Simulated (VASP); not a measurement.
# PtSe2 (P-3m1) in VASP: a series of runs

Runs on PtSe2. Level: r2SCAN. Tasks: single point.

All numbers are computed with VASP 6.6.1; they aren't measurements. Logs are shortened: lines on timing, memory, paths and dates and some standing lists are left out, and cuts for length are marked.

### Step 1. The cell of the first run

Symmetry: P-3m1, No. 164, trigonal system. Conventional cell: a = 4.012 Å, b = 4.012 Å, c = 4.362 Å, α = 90.00°, β = 90.00°, γ = 120.00°. Pt (site symmetry -3m) has 6 Se at 2.56 Å within 3.4 Å. Se (site symmetry 3m) has 3 Pt at 2.56 Å and 6 Se at 3.18 Å within 3.4 Å.

### Step 2. Single point, r2SCAN

POSCAR reads:

```
PtSe2
1.0
    4.0115580441      0.0000000000      0.0000000000
   -2.0057790221      3.4741111750      0.0000000000
    0.0000000000      0.0000000000      4.3622993604
Pt Se
1 2
Direct
    0.0000000000      0.0000000000      0.0000000000
    0.3333333333      0.6666666667      0.2500000000
    0.6666666667      0.3333333333      0.7500000000
```

INCAR.step1 reads:

```
SYSTEM = PtSe2
PREC = Accurate ; ENCUT = 550
ISMEAR = 0 ; SIGMA = 0.15
LREAL = .False. ; LASPH = .True.
NELM = 120 ; NBANDS = 18
GGA = PE ; ALGO = Normal
EDIFF = 1E-5 ; LWAVE = .True.
LCHARG = .False. ; GGA_COMPAT = .False.
```

INCAR.step2 reads:

```
SYSTEM = PtSe2
PREC = Accurate ; ENCUT = 550
EDIFF = 1E-6 ; ISMEAR = 0
SIGMA = 0.15 ; LREAL = .False.
LASPH = .True. ; NELM = 120
ALGO = Normal ; ISIF = 2
LWAVE = .False. ; LCHARG = .False.
METAGGA = R2SCAN ; LMIXTAU = .True.
NBANDS = 18 ; ISTART = 1
GGA_COMPAT = .False.
```

KPOINTS reads:

```
Automatic mesh
0
Gamma
  18 18 10
  0 0 0
```

Potentials or basis: VASP PAW PBE potentials, release 64 (Pt, Se).

The run is started by

```console
cat potpaw_PBE.64/Pt/POTCAR potpaw_PBE.64/Se/POTCAR > POTCAR
cp INCAR.step1 INCAR
mpirun -np 1 vasp_std > vasp.out
cp INCAR.step2 INCAR
mpirun -np 1 vasp_std > vasp.out
```

OUTCAR:

```text
SYSTEM = PtSe2
   PREC = Accurate
   ENCUT = 550
   EDIFF = 1E-6
   ISMEAR = 0
   LREAL = .False.
   LASPH = .True.
   NELM = 120
   ISIF = 2
   METAGGA = R2SCAN
   ISTART = 1

 ion  position               nearest neighbor table
   1  0.000  0.000  0.000-   2 2.56   3 2.56   3 2.56   2 2.56   3 2.56   2 2.56
   2  0.333  0.667  0.250-   1 2.56   1 2.56   1 2.56
   3  0.667  0.333  0.750-   1 2.56   1 2.56   1 2.56

  LATTYP: Found a hexagonal cell.
 ALAT       =     4.0115580441
 C/A-ratio  =     1.0874326913

  Lattice vectors:

 A1 = (   4.0115580441,   0.0000000000,   0.0000000000)
 A2 = (  -2.0057790221,   3.4741111750,   0.0000000000)
 A3 = (   0.0000000000,   0.0000000000,   4.3622993604)

Analysis of symmetry for initial positions (statically):
=====================================================================
 Subroutine PRICEL returns:
 Original cell was already a primitive cell.

 Routine SETGRP: Setting up the symmetry group for a
 hexagonal supercell.

 Subroutine GETGRP returns: Found 12 space group operations
 (whereof 12 operations were pure point group operations)
 out of a pool of 24 trial point group operations.

The static configuration has the point symmetry D_3d.

Analysis of symmetry for dynamics (positions and initial velocities):
=====================================================================
 Subroutine PRICEL returns:
 Original cell was already a primitive cell.

 Routine SETGRP: Setting up the symmetry group for a
 hexagonal supercell.

 Subroutine GETGRP returns: Found 12 space group operations
 (whereof 12 operations were pure point group operations)
 out of a pool of 24 trial point group operations.

The dynamic configuration has the point symmetry D_3d.

 Subroutine INISYM returns: Found 12 space group operations
 (whereof 12 operations are pure point group operations),
 and found     1 'primitive' translations

----------------------------------------------------------------------------------------

                                     Primitive cell

  volume of cell :      60.7956

  direct lattice vectors                    reciprocal lattice vectors
     4.011558044  0.000000000  0.000000000     0.249279704  0.143921704  0.000000000
    -2.005779022  3.474111175  0.000000000     0.000000000  0.287843408  0.000000000
     0.000000000  0.000000000  4.362299360     0.000000000  0.000000000  0.229236904

  length of vectors
     4.011558044  4.011558044  4.362299360     0.287843408  0.287843408  0.229236904

  position of ions in fractional coordinates (direct lattice)
     0.000000000  0.000000000  0.000000000
     0.333333333  0.666666667  0.250000000
     0.666666667  0.333333333  0.750000000

  ion indices of the primitive-cell ions
   primitive index   ion index
                 1           1
                 2           2
                 3           3

----------------------------------------------------------------------------------------

 KPOINTS: Automatic mesh

Automatic generation of k-mesh.
 Grid dimensions read from file:
 generate k-points for:   18   18   10

 Generating k-lattice:

  Cartesian coordinates                     Fractional coordinates (reciprocal lattice)
     0.013848872  0.007995650  0.000000000     0.055555556 -0.000000000  0.000000000
     0.000000000  0.015991300  0.000000000     0.000000000  0.055555556  0.000000000
     0.000000000  0.000000000  0.022923690     0.000000000  0.000000000  0.100000000

  Length of vectors
     0.015991300  0.015991300  0.022923690

  Shift w.r.t. Gamma in fractional coordinates (k-lattice)
     0.000000000  0.000000000  0.000000000

 Subroutine IBZKPT returns following result:
 ===========================================

 Found    330 irreducible k-points:

 Following reciprocal coordinates:
            Coordinates               Weight
  0.000000  0.000000  0.000000      1.000000
  0.055556  0.000000  0.000000      6.000000
  0.111111  0.000000  0.000000      6.000000
  0.166667  0.000000  0.000000      6.000000
  0.222222 -0.000000  0.000000      6.000000
  0.277778  0.000000  0.000000      6.000000
[... 16 lines left out ...]
  0.333333  0.111111  0.000000     12.000000
  0.388889  0.111111  0.000000     12.000000
 [... further k-points ...]
   k-points           NKPTS =    330   k-points in BZ     NKDIM =    330   number of bands    NBANDS=     18
   number of dos      NEDOS =    301   number of ions     NIONS =      3
   total plane-waves  NPLWV =  36864
   dimension x,y,z NGX =    32 NGY =   32 NGZ =   36
   dimension x,y,z NGXF=    64 NGYF=   64 NGZF=   72
   ions per type =               1   2
   NGX,Y,Z   is equivalent  to a cutoff of  13.26, 13.26, 13.72 a.u.
   NGXF,Y,Z  is equivalent  to a cutoff of  26.52, 26.52, 27.44 a.u.
 SYSTEM =  PtSe2
   PREC   = accura    normal or accurate (medium, high low for compatibility)
   ISTART =      1    job   : 0-new  1-cont  2-samecut
   ICHARG =      0    charge: 1-file 2-atom 10-const
   ISPIN  =      1    spin polarized calculation?
   LNONCOLLINEAR =      F non collinear calculations
   LSORBIT =      F    spin-orbit coupling
   LASPH  =      T    aspherical Exc in radial PAW
   ENCUT  =  550.0 eV  40.42 Ry    6.36 a.u.   7.67  7.67  8.34*2*pi/ulx,y,z
   NELM   =    120;   NELMIN=  2; NELMDL=  0     # of ELM steps
   EDIFF  = 0.1E-05   stopping-criterion for ELM
   LREAL  =      F    real-space projection
   EDIFFG = 0.1E-04   stopping-criterion for IOM
   NSW    =      0    number of steps for IOM
   IBRION =     -1    ionic relax: 0-MD 1-quasi-New 2-CG
   NFREE  =      0    steps in history (QN), initial steepest desc. (CG)
   ISIF   =      2    stress and relaxation
   ISYM   =      2    0-nonsym 1-usesym 2-fastsym
   POTIM  = 0.5000    time-step for ionic-motion
   TEBEG  =    0.0;   TEEND  =   0.0 temperature during run
   PSTRESS=    0.0 pullay stress
   NELECT =      22.0000    total number of electrons
   NUPDOWN=      -1.0000    fix difference up-down
   EMIN   =  10.00;   EMAX   =-10.00  energy-range for DOS
   EFERMI =   0.00;   METHOD = LEGACY
   ISMEAR =     0;   SIGMA  =   0.15  broadening in eV -4-tet -1-fermi 0-gaus
   EFERMI_NEDOS =   21; number of points for ismear=-14 and -15
   IALGO  =     38    algorithm
   IMIX   =      4    mixing-type and parameters
     AMIX     =   0.40;   BMIX     =  1.00
     AMIX_MAG =   1.60;   BMIX_MAG =  1.00
  volume/ion in A,a.u.               =      20.27       136.76
  Fermi-wavevector in a.u.,A,eV,Ry     =   1.166608  2.204570 18.517180  1.360974
  Thomas-Fermi vector in A             =   2.303119
   LORBIT       =      0    0 simple, 1 ext, 2 COOP (PROOUT), +10 PAW based schemes
   METAGGA = R2SCAN    functional components
   LHFCALC =     F    Hartree Fock is set to
   AEXX    =    0.0000 exact exchange contribution
   IVDW    =     0    specifies the selected vdW correction
   LEPSILON=     F    determine dielectric tensor
   LRPA    =     F    only Hartree local field effects (RPA)
 non-spin polarized calculation
 Gauss-broadening in eV      SIGMA  =   0.15
  energy-cutoff  :      550.00
  volume of cell :       60.80
 maximum number of plane-waves:      1835
 NGX is ok and might be reduce to    32

 number of electron      22.0000000 magnetization

 Free energy of the ion-electron system (eV)
  ---------------------------------------------------
  ext. energy  EPLUGINS =         0.00000000
  ---------------------------------------------------
  free energy    TOTEN  =       -81.04067903 eV

  energy without entropy =      -81.03271097  energy(sigma->0) =      -81.03669500

 E-fermi :   6.1322     XC(G=0): -11.3613

 val. band max:        6.1271122932   @ k =   0.0000   0.2222   0.2000
 cond. band min:       6.1361165799   @ k =  -0.0556   0.3333   0.4000
 fundamental gap:      0.0090042867
 Fermi energy:         6.1321914699

 k-point     1 :       0.0000    0.0000    0.0000
  band No.  band energies     occupation
      1     -10.0552      2.00000
      2      -6.3392      2.00000
      3      -0.5341      2.00000
      4      -0.5341      2.00000
      5      -0.3725      2.00000
      6       2.4581      2.00000
[... 10 lines left out ...]
     17      13.5353      0.00000
     18      17.6991      0.00000

 k-point     2 :       0.0556    0.0000    0.0000
  band No.  band energies     occupation
      1     -10.0243      2.00000
      2      -6.3772      2.00000
      3      -0.5097      2.00000
      4      -0.4731      2.00000
      5      -0.3364      2.00000
      6       2.4219      2.00000
[... 10 lines left out ...]
     17      13.6189      0.00000
     18      17.5243      0.00000

 k-point     3 :       0.1111    0.0000    0.0000
  band No.  band energies     occupation
      1      -9.9328      2.00000
      2      -6.4850      2.00000
      3      -0.4369      2.00000
      4      -0.3135      2.00000
      5      -0.2153      2.00000
      6       2.2940      2.00000
[... 10 lines left out ...]
     17      13.8573      0.00000
     18      16.8499      0.00000

 k-point     4 :       0.1667    0.0000    0.0000
  band No.  band energies     occupation
      1      -9.7843      2.00000
      2      -6.6470      2.00000
      3      -0.3180      2.00000
      4      -0.1322      2.00000
      5       0.0352      2.00000
      6       2.0022      2.00000
[... 375 lines left out ...]
      4       0.3283      2.00000
      5       0.9844      2.00000
      6       1.1195      2.00000
[... 10 lines left out ...]
     17      14.5329      0.00000
     18      15.9341      0.00000

 k-point    23 :       0.3333    0.1111    0.0000
  band No.  band energies     occupation
      1      -8.7329      2.00000
      2      -7.5558      2.00000
      3      -0.5109      2.00000
      4       0.4589      2.00000
      5       1.1231      2.00000
      6       1.3482      2.00000
[... 10 lines left out ...]
     17      14.5290      0.00000
     18      15.8998      0.00000

 k-point    24 :       0.3889    0.1111    0.0000
  band No.  band energies     occupation
      1      -8.4809      2.00000
      2      -7.7665      2.00000
      3      -0.7702      2.00000
      4       0.6156      2.00000
      5       1.1592      2.00000
      6       1.4363      2.00000
[... 10 lines left out ...]
     17      15.0100      0.00000
     18      15.9455      0.00000

 [... further k-points ...]

------------------------ aborting loop because EDIFF is reached ----------------------------------------

  FORCE on cell =-STRESS in cart. coord.  units (eV):
  Direction    XX          YY          ZZ          XY          YZ          ZX
  --------------------------------------------------------------------------------------
  -------------------------------------------------------------------------------------
  Total       -2.5887632     -2.5887632      2.5115716      0.0000000      0.0000000     -0.0000000
  in kB      -68.2229750    -68.2229750     66.1887068      0.0000000      0.0000000     -0.0000000
  external PRESSURE =     -23.4190811 kB  Pullay stress =       0.0000000 kB

 VOLUME and BASIS-vectors are now :
 -----------------------------------------------------------------------------
  energy-cutoff  :      550.00
  volume of cell :       60.80
      direct lattice vectors                 reciprocal lattice vectors
     4.011558044  0.000000000  0.000000000     0.249279704  0.143921704  0.000000000
    -2.005779022  3.474111175  0.000000000     0.000000000  0.287843408  0.000000000
     0.000000000  0.000000000  4.362299360     0.000000000  0.000000000  0.229236904

 POSITION                                       TOTAL-FORCE (eV/Angst)
 -----------------------------------------------------------------------------------
      0.00000      0.00000      0.00000         0.000000      0.000000     -0.000000
     -0.00000      2.31607      1.09057         0.000000     -0.000000      0.481050
      2.00578      1.15804      3.27172        -0.000000      0.000000     -0.481050
 -----------------------------------------------------------------------------------
    total drift:                                0.000000     -0.000000      0.000000

  FREE ENERGIE OF THE ION-ELECTRON SYSTEM (eV)
  ---------------------------------------------------
  free  energy   TOTEN  =       -81.0406790335 eV

  energy  without entropy=      -81.0327109674  energy(sigma->0) =      -81.03669500
```

It took 24 min on 1 thread of AMD EPYC 7R13, shared host; peak memory 0.51 GiB.

What came out:

- Free energy: -81.0407 eV
- Pressure: -2.3 GPa
- Largest force: 0.481 eV/Å
- Band gap on the k mesh: zero (bands 11 and 12 overlap by 1.04 eV)

Forces in eV/Å, atoms in the order of the input:
```
Pt   0.000  0.000  0.000
Se   0.000  0.000  0.481
Se   0.000  0.000 -0.481
```

Caveat: the PAW data sets were made with another functional, which shifts forces and pressure a little; spin-orbit coupling is left out, which moves the levels of the heavy elements.

### Step 3. Single point, r2SCAN

This run uses another cell than the first one, of the same volume but with other edges.

POSCAR reads:

```
PtSe2
1.0
    3.4121540120      0.0000000000      0.0000000000
   -1.7060770060      2.9550120560      0.0000000000
    0.0000000000      0.0000000000      6.0295427083
Pt Se
1 2
Direct
    0.0000000000      0.0000000000      0.0000000000
    0.3333333333      0.6666666667      0.2500000000
    0.6666666667      0.3333333333      0.7500000000
```

INCAR.step1 reads:

```
SYSTEM = PtSe2
ALGO     = Normal         ! electronic algorithm
EDIFF    = 1E-5           ! SCF threshold, eV
ENCUT    = 550            ! plane-wave cutoff, eV
GGA      = PE             ! functional
GGA_COMPAT= .False.      
ISMEAR   = 0              ! smearing method
LASPH    = .True.         ! aspherical terms in the spheres
LCHARG   = .False.        ! write CHGCAR
LREAL    = .False.        ! projectors in reciprocal space
LWAVE    = .True.         ! write WAVECAR
NBANDS   = 18             ! bands
NELM     = 120            ! most SCF steps
PREC     = Accurate       ! precision mode
SIGMA    = 0.15           ! smearing width, eV
```

INCAR.step2 reads:

```
SYSTEM = PtSe2
ALGO     = Normal         ! electronic algorithm
EDIFF    = 1E-6           ! SCF threshold, eV
ENCUT    = 550            ! plane-wave cutoff, eV
GGA_COMPAT= .False.      
ISIF     = 2              ! what is computed and relaxed
ISMEAR   = 0              ! smearing method
ISTART   = 1            
LASPH    = .True.         ! aspherical terms in the spheres
LCHARG   = .False.        ! write CHGCAR
LMIXTAU  = .True.       
LREAL    = .False.        ! projectors in reciprocal space
LWAVE    = .False.        ! write WAVECAR
METAGGA  = R2SCAN         ! meta-GGA
NBANDS   = 18             ! bands
NELM     = 120            ! most SCF steps
PREC     = Accurate       ! precision mode
SIGMA    = 0.15           ! smearing width, eV
```

KPOINTS reads:

```
k-points
0
Gamma
  18 18 10
  0 0 0
```

Potentials or basis: VASP PAW PBE potentials, release 64 (Pt, Se).

The run is started by

```console
cat potpaw_PBE.64/Pt/POTCAR potpaw_PBE.64/Se/POTCAR > POTCAR
cp INCAR.step1 INCAR
mpirun -np 1 vasp_std > vasp.out
cp INCAR.step2 INCAR
mpirun -np 1 vasp_std > vasp.out
```

Wall time 36 min (1 thread of AMD EPYC 7R13, shared host); peak memory 0.51 GiB.

The run converged. Its results:

```
Free energy            : -80.8990 eV
Pressure               : 11.3 GPa
Largest force          : 0.344 eV/Å
Band gap on the k mesh : 0.22 eV (least direct gap 0.76 eV)
```

Forces in eV/Å, atoms in the order of the input:
```
Pt   0.000  0.000  0.000
Se   0.000  0.000 -0.344
Se   0.000  0.000  0.344
```

Stress tensor (GPa, compression positive):
```
16.54  0.00  0.00
 0.00 16.54  0.00
 0.00  0.00  0.75
```

Levels at points of the mesh, in eV from the valence-band top:
| k point | band 7 | band 8 | band 9 | band 10 | band 11 | band 12 | band 13 | band 14 | band 15 | band 16 |
| --- | --- | --- | --- | --- | --- | --- | --- | --- | --- | --- |
| (0.00, 0.00, 0.00) | -3.94 | -3.32 | -0.72 | -0.01 | -0.01 | 2.44 | 2.44 | 5.43 | 6.03 | 9.36 |
| (0.50, 0.00, 0.00) | -3.60 | -3.59 | -2.90 | -2.23 | -2.13 | 1.26 | 2.46 | 5.33 | 6.19 | 7.68 |
| (0.00, 0.00, 0.50) | -3.94 | -3.54 | -2.22 | -0.19 | -0.19 | 2.77 | 2.77 | 6.36 | 7.65 | 9.26 |
| (0.50, 0.00, 0.50) | -3.99 | -2.90 | -2.30 | -2.16 | -1.80 | 1.79 | 2.58 | 3.93 | 4.99 | 6.58 |

Caveat: the cell stands under pressure; the PAW data sets were made with another functional, which shifts forces and pressure a little; spin-orbit coupling is left out, which moves the levels of the heavy elements.
